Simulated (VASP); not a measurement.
# Na3TlTe2 (R3m) in VASP: a series of runs

Runs on Na3TlTe2. Level: PBE. Tasks: single point, relaxation of cell and atoms.

All numbers are computed with VASP 6.6.1; they aren't measurements. Logs are shortened: lines on timing, memory, paths and dates and some standing lists are left out, and cuts for length are marked.

### 1 The cell of the first run

The structure is trigonal, space group R3m (No. 160). Conventional cell: a = 6.648 Å, b = 6.648 Å, c = 14.138 Å, α = 90.00°, β = 90.00°, γ = 120.00°. Within 3.0 Å of Na (site symmetry m) lie 1 Te at 2.30 Å and 2 Na at 2.82 Å. Tl (site symmetry 3m) has 2 Te at 2.28 to 2.65 Å within 3.0 Å. Within 3.0 Å of Te (site symmetry 3m) lie 1 Tl at 2.28 Å. Te (site symmetry 3m) has 3 Na at 2.30 Å and 1 Tl at 2.65 Å within 3.0 Å.

The cell was built from a structure type or drawn by symmetry, and may not be a known phase.

### 2 Single point, PBE

INCAR

```
SYSTEM = Na3TlTe2
PREC = Accurate
ENCUT = 520
EDIFF = 1E-7
ISMEAR = 0
SIGMA = 0.1
LREAL = .FALSE.
LASPH = .TRUE.
NELM = 60
ALGO = Normal
ISIF = 2
LWAVE = .FALSE.
LCHARG = .FALSE.
GGA = PE
NBANDS = 32
```

KPOINTS

```
Automatic mesh
0
G
  3 3 3
  0 0 0
```

POSCAR

```
Na3TlTe2
1.0
    3.3241564500      1.9192026200      4.7125126100
   -3.3241564500      1.9192026200      4.7125126100
    0.0000000000     -3.8384052500      4.7125126100
Na Tl Te
3 1 2
Direct
    0.2955521600      0.8714993900      0.2955521600
    0.2955521600      0.2955521600      0.8714993900
    0.8714993900      0.2955521600      0.2955521600
    0.7194301300      0.7194301300      0.7194301300
    0.8810424900      0.8810424900      0.8810424900
    0.5323108200      0.5323108200      0.5323108200
```

Potentials or basis: VASP PAW PBE potentials, release 64 (Na_pv, Tl_d, Te).

Launch:

```console
cat potpaw_PBE.64/Na_pv/POTCAR potpaw_PBE.64/Tl_d/POTCAR potpaw_PBE.64/Te/POTCAR > POTCAR
mpirun -np 1 vasp_std > vasp.out
```

OUTCAR:

```text
SYSTEM = Na3TlTe2
   PREC = Accurate
   ENCUT = 520
   EDIFF = 1E-7
   ISMEAR = 0
   LREAL = .FALSE.
   LASPH = .TRUE.
   NELM = 60
   ISIF = 2
   GGA = PE

 ion  position               nearest neighbor table
   1  0.296  0.871  0.296-   6 2.30
   2  0.296  0.296  0.871-   6 2.30
   3  0.871  0.296  0.296-   6 2.30
   4  0.719  0.719  0.719-   5 2.28   6 2.65
   5  0.881  0.881  0.881-   4 2.28
   6  0.532  0.532  0.532-   1 2.30   3 2.30   2 2.30   4 2.65

  LATTYP: Found a trigonal (rhomboedric) cell.
 ALAT       =     6.0779215115
 COS(alpha) =     0.4017499663

  Lattice vectors:

 A1 = (   3.3241564500,   1.9192026200,   4.7125126100)
 A2 = (  -3.3241564500,   1.9192026200,   4.7125126100)
 A3 = (   0.0000000000,  -3.8384052500,   4.7125126100)

Analysis of symmetry for initial positions (statically):
=====================================================================
 Subroutine PRICEL returns:
 Original cell was already a primitive cell.

 Routine SETGRP: Setting up the symmetry group for a
 trigonal (rhombohedral) supercell.

 Subroutine GETGRP returns: Found  6 space group operations
 (whereof  6 operations were pure point group operations)
 out of a pool of 12 trial point group operations.

The static configuration has the point symmetry C_3v.

Analysis of symmetry for dynamics (positions and initial velocities):
=====================================================================
 Subroutine PRICEL returns:
 Original cell was already a primitive cell.

 Routine SETGRP: Setting up the symmetry group for a
 trigonal (rhombohedral) supercell.

 Subroutine GETGRP returns: Found  6 space group operations
 (whereof  6 operations were pure point group operations)
 out of a pool of 12 trial point group operations.

The dynamic configuration has the point symmetry C_3v.

 Subroutine INISYM returns: Found  6 space group operations
 (whereof  6 operations are pure point group operations),
 and found     1 'primitive' translations

----------------------------------------------------------------------------------------

                                     Primitive cell

  volume of cell :     180.3873
[... 75 lines left out ...]
   LASPH  =      T    aspherical Exc in radial PAW
   ENCUT  =  520.0 eV  38.22 Ry    6.18 a.u.  11.30 11.30 11.30*2*pi/ulx,y,z
   NELM   =     60;   NELMIN=  2; NELMDL= -5     # of ELM steps
   EDIFF  = 0.1E-06   stopping-criterion for ELM
   LREAL  =      F    real-space projection
   EDIFFG = 0.1E-05   stopping-criterion for IOM
   NSW    =      0    number of steps for IOM
   IBRION =     -1    ionic relax: 0-MD 1-quasi-New 2-CG
   NFREE  =      0    steps in history (QN), initial steepest desc. (CG)
   ISIF   =      2    stress and relaxation
   ISYM   =      2    0-nonsym 1-usesym 2-fastsym
   POTIM  = 0.5000    time-step for ionic-motion
   TEBEG  =    0.0;   TEEND  =   0.0 temperature during run
   PSTRESS=    0.0 pullay stress
   NELECT =      46.0000    total number of electrons
   NUPDOWN=      -1.0000    fix difference up-down
   EMIN   =  10.00;   EMAX   =-10.00  energy-range for DOS
   EFERMI =   0.00;   METHOD = LEGACY
   ISMEAR =     0;   SIGMA  =   0.10  broadening in eV -4-tet -1-fermi 0-gaus
   EFERMI_NEDOS =   21; number of points for ismear=-14 and -15
   IALGO  =     38    algorithm
   IMIX   =      4    mixing-type and parameters
     AMIX     =   0.40;   BMIX     =  1.00
     AMIX_MAG =   1.60;   BMIX_MAG =  1.00
  volume/ion in A,a.u.               =      30.06       202.89
  Fermi-wavevector in a.u.,A,eV,Ry     =   1.038147  1.961813 14.663661  1.077749
  Thomas-Fermi vector in A             =   2.172617
   LORBIT       =      0    0 simple, 1 ext, 2 COOP (PROOUT), +10 PAW based schemes
   GGA     = PE    functional components
   LHFCALC =     F    Hartree Fock is set to
   AEXX    =    0.0000 exact exchange contribution
   IVDW    =     0    specifies the selected vdW correction
   LEPSILON=     F    determine dielectric tensor
   LRPA    =     F    only Hartree local field effects (RPA)
 non-spin polarized calculation
 Gauss-broadening in eV      SIGMA  =   0.10
  energy-cutoff  :      520.00
  volume of cell :      180.39
 maximum number of plane-waves:      4872
 NGX is ok and might be reduce to    48
   NGX = 23   NGY = 23   NGZ = 23

 number of electron      46.0000010 magnetization

 Free energy of the ion-electron system (eV)
  ---------------------------------------------------
  ext. energy  EPLUGINS =         0.00000000
  ---------------------------------------------------
  free energy    TOTEN  =        -7.05082981 eV

  energy without entropy =       -7.04881114  energy(sigma->0) =       -7.04982047

 E-fermi :   4.0614     XC(G=0):  -8.1053

 val. band max:        3.8960329908   @ k =  -0.3333   0.3333   0.3333
 cond. band min:       4.2389743105   @ k =  -0.3333   0.3333   0.0000
 fundamental gap:      0.3429413197
 Fermi energy:         4.0613651374

 k-point     1 :       0.0000    0.0000    0.0000
  band No.  band energies     occupation
      1     -21.4188      2.00000
      2     -21.2374      2.00000
      3     -21.2374      2.00000
      4     -21.0916      2.00000
      5     -21.0892      2.00000
      6     -21.0892      2.00000
[... 199 lines left out ...]
     31       9.4635      0.00000
     32       9.6344      0.00000

------------------------ aborting loop because EDIFF is reached ----------------------------------------

  FORCE on cell =-STRESS in cart. coord.  units (eV):
  Direction    XX          YY          ZZ          XY          YZ          ZX
  --------------------------------------------------------------------------------------
  -------------------------------------------------------------------------------------
  Total       20.3633973     20.3633973     27.4774990      0.0000000     -0.0000000      0.0000000
  in kB      180.8650931    180.8650935    244.0516358      0.0000000     -0.0000002      0.0000000
  external PRESSURE =     201.9272742 kB  Pullay stress =       0.0000000 kB

 VOLUME and BASIS-vectors are now :
 -----------------------------------------------------------------------------
  energy-cutoff  :      520.00
  volume of cell :      180.39
      direct lattice vectors                 reciprocal lattice vectors
     3.324156450  1.919202620  4.712512610     0.150414100  0.086841621  0.070733675
    -3.324156450  1.919202620  4.712512610    -0.150414100  0.086841621  0.070733675
     0.000000000 -3.838405250  4.712512610     0.000000000 -0.173683242  0.070733674

 POSITION                                       TOTAL-FORCE (eV/Angst)
 -----------------------------------------------------------------------------------
     -1.91454      1.10536      6.89254        -3.089286      1.783600     -1.353779
      0.00000     -2.21072      6.89254        -0.000000     -3.567200     -1.353779
      1.91454      1.10536      6.89254         3.089286      1.783600     -1.353779
      0.00000     -0.00000     10.17097        -0.000000      0.000000     -7.268852
      0.00000     -0.00000     12.45577        -0.000000     -0.000000      9.165429
      0.00000     -0.00000      7.52556        -0.000000     -0.000000      2.164762
 -----------------------------------------------------------------------------------
    total drift:                                0.000000     -0.000000      0.000161

  FREE ENERGIE OF THE ION-ELECTRON SYSTEM (eV)
  ---------------------------------------------------
  free  energy   TOTEN  =        -7.0508298060 eV

  energy  without entropy=       -7.0488111381  energy(sigma->0) =       -7.04982047
```

OSZICAR:

```text
N       E                     dE             d eps       ncg     rms          rms(c)
DAV:   1     0.393406560558E+03    0.39341E+03   -0.22243E+04   384   0.139E+03
DAV:   2     0.229152879836E+02   -0.37049E+03   -0.35773E+03   384   0.372E+02
DAV:   3    -0.713696530107E+01   -0.30052E+02   -0.29188E+02   464   0.113E+02
DAV:   4    -0.820792322858E+01   -0.10710E+01   -0.10689E+01   504   0.196E+01
DAV:   5    -0.823426870855E+01   -0.26345E-01   -0.26343E-01   536   0.314E+00    0.153E+01
DAV:   6    -0.717659894503E+01    0.10577E+01   -0.14507E+00   432   0.623E+00    0.980E+00
DAV:   7    -0.707667122795E+01    0.99928E-01   -0.13469E+00   472   0.493E+00    0.208E+00
DAV:   8    -0.705026855843E+01    0.26403E-01   -0.24309E-01   424   0.247E+00    0.162E+00
DAV:   9    -0.705064905615E+01   -0.38050E-03   -0.18992E-02   456   0.616E-01    0.528E-01
DAV:  10    -0.705075518661E+01   -0.10613E-03   -0.13570E-03   552   0.185E-01    0.201E-01
DAV:  11    -0.705081757400E+01   -0.62387E-04   -0.31408E-04   448   0.866E-02    0.636E-02
DAV:  12    -0.705082482296E+01   -0.72490E-05   -0.41047E-05   456   0.320E-02    0.306E-02
DAV:  13    -0.705082936295E+01   -0.45400E-05   -0.18127E-05   448   0.172E-02    0.106E-02
DAV:  14    -0.705082955899E+01   -0.19604E-06   -0.11099E-06   408   0.587E-03    0.518E-03
DAV:  15    -0.705082992138E+01   -0.36238E-06   -0.38216E-07   408   0.269E-03    0.239E-03
DAV:  16    -0.705082972239E+01    0.19899E-06   -0.64654E-08   336   0.128E-03    0.113E-03
DAV:  17    -0.705082980598E+01   -0.83594E-07   -0.87481E-09   240   0.597E-04
   1 F= -.70508298E+01 E0= -.70498205E+01  d E =-.201867E-02
```

stdout:

```text
POSCAR found type information on POSCAR NaTlTe
 POSCAR found :  3 types and       6 ions
 scaLAPACK will be used
 LDA part: xc-table for (Slater+PW92), standard interpolation
 POSCAR, INCAR and KPOINTS ok, starting setup
 FFT: planning ... GRIDC
 FFT: planning ... GRID_SOFT
 FFT: planning ... GRID
 WAVECAR not read
 entering main loop
```

It took 41 s on 1 thread of AMD EPYC 7R13 (Zen 3), shared host; peak memory 0.3 GiB.

Results:

```yaml
Free_energy: -7.0508 eV
Pressure: 20.2 GPa
Largest_force: 9.165 eV/Å
Band_gap_on_the_k_mesh: 0.34 eV (least direct gap 0.44 eV)
```

Forces in eV/Å, atoms in the order of the input:
```
Na  -3.089  1.784 -1.354
Na   0.000 -3.567 -1.354
Na   3.089  1.784 -1.354
Tl   0.000  0.000 -7.269
Te   0.000  0.000  9.165
Te   0.000  0.000  2.165
```

Caveat: the cell stands under pressure; spin-orbit coupling is left out, which moves the levels of the heavy elements; an odd mesh through Γ misses points on the zone boundary, where band edges can lie; forces of over 1 eV/Å act on the atoms, so gaps and moduli don't describe the material at rest.

### 3 Single point, PBE

This run uses another cell than the first one, of 53.02 Å³/atom.

INCAR

```
PREC = Accurate ; ENCUT = 520
EDIFF = 1E-6 ; ISMEAR = 0
SIGMA = 0.1 ; LREAL = False
LASPH = True ; NELM = 100
ALGO = Normal ; ISIF = 2
LWAVE = False ; LCHARG = False
GGA = PE ; NBANDS = 32
```

KPOINTS

```
Automatic mesh
0
Gamma
  3 3 3
```

POSCAR

```
Na3TlTe2
1.0
    4.4900612600      2.5923380755      4.5548042205
   -4.4900612600      2.5923380755      4.5548042205
    0.0000000000     -5.1846761559      4.5548042177
Na Tl Te
3 1 2
Direct
    0.2687037506      0.7954674702      0.2687037506
    0.2687037506      0.2687037506      0.7954674702
    0.7954674702      0.2687037506      0.2687037506
    0.7486902832      0.7486902832      0.7486902832
    0.9954441319      0.9954441319      0.9954441319
    0.5183777634      0.5183777634      0.5183777634
```

Potentials or basis: VASP PAW PBE potentials, release 64 (Na_pv, Tl_d, Te).

Launch:

```console
cat potpaw_PBE.64/Na_pv/POTCAR potpaw_PBE.64/Tl_d/POTCAR potpaw_PBE.64/Te/POTCAR > POTCAR
mpirun -np 1 vasp_std > vasp.out
```

Run time: 56 s. Hardware: 1 thread of AMD EPYC 7R13 (Zen 3), shared host; peak memory 0.37 GiB.

It converged, with:

```
Free energy            : -15.0276 eV
Pressure               : 0.2 GPa
Largest force          : 0.018 eV/Å
Band gap on the k mesh : 1.38 eV
```

Forces in eV/Å, atoms in the order of the input:
```
Na   0.000  0.000  0.006
Na   0.000  0.000  0.006
Na   0.000  0.000  0.006
Tl   0.000  0.000  0.007
Te   0.000  0.000 -0.008
Te   0.000  0.000 -0.018
```

Stress tensor (GPa, compression positive):
```
0.26 0.00 0.00
0.00 0.26 0.00
0.00 0.00 0.04
```

Levels at points of the mesh, in eV from the valence-band top:
| k point | band 21 | band 22 | band 23 | band 24 | band 25 | band 26 |
| --- | --- | --- | --- | --- | --- | --- |
| (0.00, 0.00, 0.00) | -0.42 | -0.42 | -0.34 | 1.42 | 1.42 | 2.16 |

Caveat: spin-orbit coupling is left out, which moves the levels of the heavy elements; an odd mesh through Γ misses points on the zone boundary, where band edges can lie.

### 4 Relaxation of cell and atoms, PBE

INCAR

```
PREC     = Accurate       # precision mode
ENCUT    = 600            # plane-wave cutoff, eV
EDIFF    = 1E-6           # SCF threshold, eV
ISMEAR   = 0              # smearing method
SIGMA    = 0.1            # smearing width, eV
LREAL    = False          # projectors in reciprocal space
LASPH    = True           # aspherical terms in the spheres
NELM     = 100            # most SCF steps
ALGO     = Normal         # electronic algorithm
ISIF     = 3              # what is computed and relaxed
LWAVE    = False          # write WAVECAR
LCHARG   = False          # write CHGCAR
GGA      = PE             # functional
IBRION   = 2              # ionic algorithm
NSW      = 90             # ionic steps
EDIFFG   = -0.04          # ionic threshold
```

KPOINTS

```
regular mesh
0
Gamma
  3 3 3
```

POSCAR

```
Na3TlTe2
1.0
    3.3241564500      1.9192026200      4.7125126100
   -3.3241564500      1.9192026200      4.7125126100
    0.0000000000     -3.8384052500      4.7125126100
Na Tl Te
3 1 2
Direct
    0.2955521600      0.8714993900      0.2955521600
    0.2955521600      0.2955521600      0.8714993900
    0.8714993900      0.2955521600      0.2955521600
    0.7194301300      0.7194301300      0.7194301300
    0.8810424900      0.8810424900      0.8810424900
    0.5323108200      0.5323108200      0.5323108200
```

Launch:

```console
cat potpaw_PBE.64/Na_pv/POTCAR potpaw_PBE.64/Tl_d/POTCAR potpaw_PBE.64/Te/POTCAR > POTCAR
mpirun -np 1 vasp_std > vasp.out
```

Wall time 24 min (1 thread of AMD EPYC 7R13 (Zen 3), shared host); peak memory 0.36 GiB.

It converged, with:

- Free energy: -16.0790 eV
- Relaxed volume: 34.89 Å³/atom
- Relaxed cell: a = 6.019 Å, b = 6.019 Å, c = 6.019 Å, α = 80.13°, β = 80.13°, γ = 80.13°
- Space group after relaxing (to 0.1 Å): R3m (No. 160)
- Energy gained by relaxing: 1504.7 meV/atom
- Ionic steps: 63
- Pressure after relaxing: 0.0 GPa
- Largest force after relaxing: 0.036 eV/Å
- Band gap on the k mesh: 1.54 eV

Forces on the atoms (eV/Å):
```
Na   0.009 -0.005  0.003
Na   0.000  0.011  0.003
Na  -0.009 -0.005  0.003
Tl   0.000  0.000  0.015
Te   0.000  0.000 -0.036
Te   0.000  0.000  0.012
```

Stress tensor (GPa, compression positive):
```
 0.00  0.00  0.00
 0.00  0.00  0.00
 0.00  0.00 -0.11
```

Step by step:
```tsv
step	energy change (eV)	largest force (eV/Å)	pressure (GPa)	volume (Å³)
1	0.0000	9.1650	20.20	180.39
3	-5.2199	2.0184	2.44	251.74
5	-5.2891	2.0054	1.18	272.48
7	-5.7098	0.4886	-0.37	299.88
9	-6.1089	0.3587	-0.89	320.53
11	-6.4172	0.9467	-0.51	316.34
13	-6.4939	1.6006	-0.11	313.01
15	-7.4261	1.5674	0.62	294.15
17	-6.9052	3.1797	2.12	283.75
19	-7.0846	3.0731	2.06	283.92
21	-7.3883	2.4236	2.18	283.77
23	-7.8306	1.1389	0.90	296.30
25	-8.0287	0.2246	-0.29	313.46
27	-8.0520	0.2103	0.09	299.80
29	-8.0806	0.2071	0.00	296.70
31	-8.2243	0.3240	-0.40	282.96
33	-6.7980	3.9467	4.50	231.70
35	-8.4038	1.6389	0.13	247.34
37	-8.5131	0.9904	-0.55	255.31
39	-8.5177	0.9304	-0.58	255.88
41	-8.5389	1.0521	-0.41	250.73
43	-8.5884	0.8494	-0.48	248.75
45	-8.7256	0.5303	-0.68	239.92
47	-8.7550	0.5638	-0.69	232.46
49	-8.9106	0.4526	0.48	210.58
51	-8.9787	0.2527	0.61	204.55
53	-9.0001	0.2357	0.35	204.49
55	-9.0144	0.1781	-0.17	210.77
57	-9.0188	0.0695	0.03	210.03
59	-9.0248	0.0828	-0.06	210.38
61	-9.0272	0.0563	0.01	209.31
63	-9.0279	0.0359	-0.04	209.34
```

Final structure:
```cif
data_structure
_symmetry_space_group_name_H-M 'P 1'
_symmetry_Int_Tables_number 1
_cell_length_a 6.0186
_cell_length_b 6.0186
_cell_length_c 6.0186
_cell_angle_alpha 80.132
_cell_angle_beta 80.132
_cell_angle_gamma 80.132
_cell_volume 209.34
loop_
_atom_site_label
_atom_site_type_symbol
_atom_site_fract_x
_atom_site_fract_y
_atom_site_fract_z
_atom_site_occupancy
Na1 Na 0.32996 0.87147 0.32996 1
Na2 Na 0.32996 0.32996 0.87147 1
Na3 Na 0.87147 0.32996 0.32996 1
Tl1 Tl 0.72741 0.72741 0.72741 1
Te1 Te 0.97150 0.97150 0.97150 1
Te2 Te 0.36508 0.36508 0.36508 1
```

Levels at points of the mesh, in eV from the valence-band top:
| k point | band 21 | band 22 | band 23 | band 24 | band 25 | band 26 |
| --- | --- | --- | --- | --- | --- | --- |
| (0.00, 0.00, 0.00) | -0.96 | -0.16 | -0.16 | 1.70 | 1.70 | 3.27 |

Caveat: the volume moved by over 15 % at a fixed basis, so the end points are rough; spin-orbit coupling is left out, which moves the levels of the heavy elements; an odd mesh through Γ misses points on the zone boundary, where band edges can lie.

[end of part 1 of 2]
